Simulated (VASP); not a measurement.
# Si2F3 (Pm-3m) in VASP: notebook, part 2 of 3

VASP 6.6.1.

**3. Single point, PBE, collinear spin**

This run uses another cell than the first one, of 15.31 Å³/atom, 0.991 times its volume.

Contents of INCAR:

```
PREC = Accurate
ENCUT = 520
EDIFF = 1E-7
ISMEAR = 0
SIGMA = 0.1
LREAL = False
LASPH = True
NELM = 150
ALGO = Normal
ISIF = 2
LWAVE = False
LCHARG = True
ISPIN = 2
MAGMOM = 0.69 0 0 0 0
LORBIT = 11
GGA = PE
LELF = True
LVHAR = True
NBANDS = 26
```

Contents of KPOINTS:

```
regular mesh
0
Gamma
  10 10 10
```

Contents of POSCAR:

```
Si2F3
1.0
    4.2460163107      0.0000000000      0.0000000000
    0.0000000000      4.2460163107      0.0000000000
    0.0000000000      0.0000000000      4.2460163107
Si F
2 3
Direct
    0.0000000000      0.0000000000      0.0000000000
    0.5000000000      0.5000000000      0.5000000000
    0.0000000000      0.5000000000      0.5000000000
    0.5000000000      0.0000000000      0.5000000000
    0.5000000000      0.5000000000      0.0000000000
```

Potentials or basis: VASP PAW PBE potentials, release 64 (Si, F).

Command:

```
cat potpaw_PBE.64/Si/POTCAR potpaw_PBE.64/F/POTCAR > POTCAR
mpirun -np 1 vasp_std > vasp.out
```

OUTCAR:

```text
PREC = Accurate
   ENCUT = 520
   EDIFF = 1E-7
   ISMEAR = 0
   LREAL = False
   LASPH = True
   NELM = 150
   ISIF = 2
   ISPIN = 2
   LORBIT = 11
   GGA = PE

 ion  position               nearest neighbor table
   1  0.000  0.000  0.000-
   2  0.500  0.500  0.500-   3 2.12   4 2.12   5 2.12   5 2.12   4 2.12   3 2.12
   3  0.000  0.500  0.500-   2 2.12   2 2.12
   4  0.500  0.000  0.500-   2 2.12   2 2.12
   5  0.500  0.500  0.000-   2 2.12   2 2.12

  LATTYP: Found a simple cubic cell.
 ALAT       =     4.2460163107

  Lattice vectors:

 A1 = (   4.2460163107,   0.0000000000,   0.0000000000)
 A2 = (   0.0000000000,   4.2460163107,   0.0000000000)
 A3 = (   0.0000000000,   0.0000000000,   4.2460163107)

Analysis of symmetry for initial positions (statically):
=====================================================================
 Subroutine PRICEL returns:
 Original cell was already a primitive cell.

 Routine SETGRP: Setting up the symmetry group for a
 simple cubic supercell.

 Subroutine GETGRP returns: Found 48 space group operations
 (whereof 48 operations were pure point group operations)
 out of a pool of 48 trial point group operations.

The static configuration has the point symmetry O_h .

Analysis of symmetry for dynamics (positions and initial velocities):
=====================================================================
 Subroutine PRICEL returns:
 Original cell was already a primitive cell.

 Routine SETGRP: Setting up the symmetry group for a
 simple cubic supercell.

 Subroutine GETGRP returns: Found 48 space group operations
 (whereof 48 operations were pure point group operations)
 out of a pool of 48 trial point group operations.

The dynamic configuration has the point symmetry O_h .

Analysis of structural, dynamic, and magnetic symmetry:
=====================================================================
 Subroutine PRICEL returns:
 Original cell was already a primitive cell.

 Routine SETGRP: Setting up the symmetry group for a
 simple cubic supercell.

 Subroutine GETGRP returns: Found 48 space group operations
 (whereof 48 operations were pure point group operations)
 out of a pool of 48 trial point group operations.

The overall configuration has the point symmetry O_h .

 Subroutine INISYM returns: Found 48 space group operations
 (whereof 48 operations are pure point group operations),
 and found     1 'primitive' translations

----------------------------------------------------------------------------------------

                                     Primitive cell

  volume of cell :      76.5500

  direct lattice vectors                    reciprocal lattice vectors
     4.246016311  0.000000000  0.000000000     0.235514875  0.000000000  0.000000000
     0.000000000  4.246016311  0.000000000     0.000000000  0.235514875  0.000000000
     0.000000000  0.000000000  4.246016311     0.000000000  0.000000000  0.235514875

  length of vectors
     4.246016311  4.246016311  4.246016311     0.235514875  0.235514875  0.235514875

  position of ions in fractional coordinates (direct lattice)
     0.000000000  0.000000000  0.000000000
[... 79 lines left out ...]
   LNONCOLLINEAR =      F non collinear calculations
   LSORBIT =      F    spin-orbit coupling
   LASPH  =      T    aspherical Exc in radial PAW
   ENCUT  =  520.0 eV  38.22 Ry    6.18 a.u.   7.89  7.89  7.89*2*pi/ulx,y,z
   NELM   =    150;   NELMIN=  2; NELMDL= -5     # of ELM steps
   EDIFF  = 0.1E-06   stopping-criterion for ELM
   LREAL  =      F    real-space projection
   EDIFFG = 0.1E-05   stopping-criterion for IOM
   NSW    =      0    number of steps for IOM
   IBRION =     -1    ionic relax: 0-MD 1-quasi-New 2-CG
   NFREE  =      0    steps in history (QN), initial steepest desc. (CG)
   ISIF   =      2    stress and relaxation
   ISYM   =      2    0-nonsym 1-usesym 2-fastsym
   POTIM  = 0.5000    time-step for ionic-motion
   TEBEG  =    0.0;   TEEND  =   0.0 temperature during run
   PSTRESS=    0.0 pullay stress
   NELECT =      29.0000    total number of electrons
   NUPDOWN=      -1.0000    fix difference up-down
   EMIN   =  10.00;   EMAX   =-10.00  energy-range for DOS
   EFERMI =   0.00;   METHOD = LEGACY
   ISMEAR =     0;   SIGMA  =   0.10  broadening in eV -4-tet -1-fermi 0-gaus
   EFERMI_NEDOS =   21; number of points for ismear=-14 and -15
   IALGO  =     38    algorithm
   IMIX   =      4    mixing-type and parameters
     AMIX     =   0.40;   BMIX     =  1.00
     AMIX_MAG =   1.60;   BMIX_MAG =  1.00
  volume/ion in A,a.u.               =      15.31       103.32
  Fermi-wavevector in a.u.,A,eV,Ry     =   1.184566  2.238505 19.091641  1.403196
  Thomas-Fermi vector in A             =   2.320777
   LORBIT       =     11    0 simple, 1 ext, 2 COOP (PROOUT), +10 PAW based schemes
   GGA     = PE    functional components
   LHFCALC =     F    Hartree Fock is set to
   AEXX    =    0.0000 exact exchange contribution
   IVDW    =     0    specifies the selected vdW correction
   LEPSILON=     F    determine dielectric tensor
   LRPA    =     F    only Hartree local field effects (RPA)
 spin polarized calculation
 Gauss-broadening in eV      SIGMA  =   0.10
  energy-cutoff  :      520.00
  volume of cell :       76.55
 maximum number of plane-waves:      2103
 NGX is ok and might be reduce to    32
   NGX = 15   NGY = 15   NGZ = 15

 number of electron      28.9999963 magnetization       1.1035685

 Free energy of the ion-electron system (eV)
  ---------------------------------------------------
  ext. energy  EPLUGINS =         0.00000000
  ---------------------------------------------------
  free energy    TOTEN  =       -20.79274075 eV

  energy without entropy =      -20.78028403  energy(sigma->0) =      -20.78651239

 E-fermi :   4.1299     XC(G=0):  -9.3265

 val. band max:        4.1233481982   @ k =   0.4000   0.2000   0.2000
 cond. band min:       4.1435152713   @ k =   0.5000   0.4000   0.3000
 fundamental gap:      0.0201670731
 Fermi energy:         4.1299397192

 spin component 1

 k-point     1 :       0.0000    0.0000    0.0000
  band No.  band energies     occupation
      1     -20.7746      1.00000
      2     -20.1801      1.00000
      3     -20.1801      1.00000
      4      -4.0138      1.00000
      5      -4.0138      1.00000
      6      -4.0138      1.00000
[... 685 lines left out ...]
     25      13.7678      0.00000
     26      14.3486      0.00000

 [... further k-points ...]

 spin component 2

 k-point     1 :       0.0000    0.0000    0.0000
  band No.  band energies     occupation
      1     -20.7193      1.00000
      2     -20.1257      1.00000
      3     -20.1257      1.00000
      4      -3.9586      1.00000
      5      -3.9586      1.00000
      6      -3.9586      1.00000
[... 685 lines left out ...]
     25      14.2175      0.00000
     26      14.8469      0.00000

 [... further k-points ...]
[... 5 lines left out ...]
  --------------------------------------------------------------------------------------
  -------------------------------------------------------------------------------------
  Total       -0.0904031     -0.0904031     -0.0904031     -0.0000000     -0.0000000     -0.0000000
  in kB       -1.8921221     -1.8921221     -1.8921221     -0.0000000     -0.0000000     -0.0000000
  external PRESSURE =      -1.8921221 kB  Pullay stress =       0.0000000 kB

 VOLUME and BASIS-vectors are now :
 -----------------------------------------------------------------------------
  energy-cutoff  :      520.00
  volume of cell :       76.55
      direct lattice vectors                 reciprocal lattice vectors
     4.246016311  0.000000000  0.000000000     0.235514875  0.000000000  0.000000000
     0.000000000  4.246016311  0.000000000     0.000000000  0.235514875  0.000000000
     0.000000000  0.000000000  4.246016311     0.000000000  0.000000000  0.235514875

 POSITION                                       TOTAL-FORCE (eV/Angst)
 -----------------------------------------------------------------------------------
      0.00000      0.00000      0.00000         0.000000      0.000000      0.000000
      2.12301      2.12301      2.12301         0.000000      0.000000      0.000000
      0.00000      2.12301      2.12301         0.000000      0.000000      0.000000
      2.12301      0.00000      2.12301         0.000000      0.000000      0.000000
      2.12301      2.12301      0.00000         0.000000      0.000000      0.000000
 -----------------------------------------------------------------------------------
    total drift:                                0.000000     -0.000000     -0.000000

  FREE ENERGIE OF THE ION-ELECTRON SYSTEM (eV)
  ---------------------------------------------------
  free  energy   TOTEN  =       -20.7927407501 eV

  energy  without entropy=      -20.7802840295  energy(sigma->0) =      -20.78651239

 total charge

# of ion       s       p       d       tot
------------------------------------------
    1        1.018   0.423   0.000   1.442
    2        1.018   0.360   0.000   1.378
    3        1.758   4.280   0.000   6.039
    4        1.758   4.280   0.000   6.039
    5        1.758   4.280   0.000   6.039
--------------------------------------------------
tot          7.311  13.624   0.000  20.935

 magnetization (x)

# of ion       s       p       d       tot
------------------------------------------
    1        0.004   0.331   0.000   0.335
    2        0.031   0.005   0.000   0.037
    3        0.003   0.025   0.000   0.028
    4        0.003   0.025   0.000   0.028
    5        0.003   0.025   0.000   0.028
--------------------------------------------------
tot          0.045   0.410   0.000   0.455
```

stdout:

```text
POSCAR found type information on POSCAR SiF
 POSCAR found :  2 types and       5 ions
 scaLAPACK will be used
 LDA part: xc-table for (Slater+PW92), standard interpolation
 POSCAR, INCAR and KPOINTS ok, starting setup
 FFT: planning ... GRIDC
 FFT: planning ... GRID_SOFT
 FFT: planning ... GRID
 WAVECAR not read
 entering main loop
```

Wall time 57 s (1 thread of Intel Xeon 6975P-C (Granite Rapids), shared host); peak memory 0.29 GiB.

Results:

* Free energy: -20.7927 eV
* Pressure: -0.2 GPa
* Net moment: 1.10 μB per cell
* Site moments: Si +0.34, +0.04; F +0.03 μB
* Valence electrons inside the program's atomic spheres: Si 1.44, 1.38; F 6.04

(Part 2 of 3 ends here.)
